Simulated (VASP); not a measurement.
**ZrH2: single point with LDA**

The system is ZrH2.

```xyz
6
Lattice="4.0302 0.0000 0.0000 0.0000 4.0302 0.0000 0.0000 0.0000 3.5132" Properties=species:S:1:pos:R:3 pbc="T T T"
Zr    0.0000    0.0000    0.0000
Zr    2.0151    2.0151    1.7566
H     1.3666    1.3666    0.0000
H     0.6485    3.3817    1.7566
H     2.6636    2.6636    0.0000
H     3.3817    0.6485    1.7566
```

```
Program                : VASP 6.6.1
Task                   : single point
Functional             : LDA
Potentials or basis    : VASP PAW LDA potentials, release 64 (Zr_sv, H)
Cutoff                 : 520 eV
k mesh                 : 10 × 10 × 15
Occupations            : fermi-dirac, width 0.1 eV
Spin                   : no spin polarisation
Dipole correction      : no
Further INCAR settings : ALGO = Normal; EDIFF = 1e-06; NBANDS = 23
```

- Pressure: 0.1 GPa
- Band gap on the k mesh: zero (bands 14 and 15 overlap by 0.47 eV)

Forces on the atoms (eV/Å):
```
Zr   0.000  0.000  0.000
Zr   0.000  0.000  0.000
H    0.002  0.002  0.000
H   -0.002  0.002  0.000
H   -0.002 -0.002  0.000
H    0.002 -0.002  0.000
```

Stress tensor (GPa, compression positive):
```
0.06 0.00 0.00
0.00 0.06 0.00
0.00 0.00 0.28
```

Levels at points of the mesh, in eV from the Fermi level:
```
           k point  band 12  band 13  band 14  band 15  band 16  band 17
(0.00, 0.00, 0.00)    -1.60    -1.60    -0.91     0.47     0.60     0.60
(0.50, 0.00, 0.00)    -4.41    -0.66    -0.66     1.11     1.11     2.02
(0.50, 0.50, 0.00)    -3.28    -0.40    -0.40     0.58     0.58     2.49
```

It took 96 s on 1 thread of Intel(R) Xeon(R) 6975P-C (Granite Rapids), with other jobs on the host, peak memory 0.27 GiB.
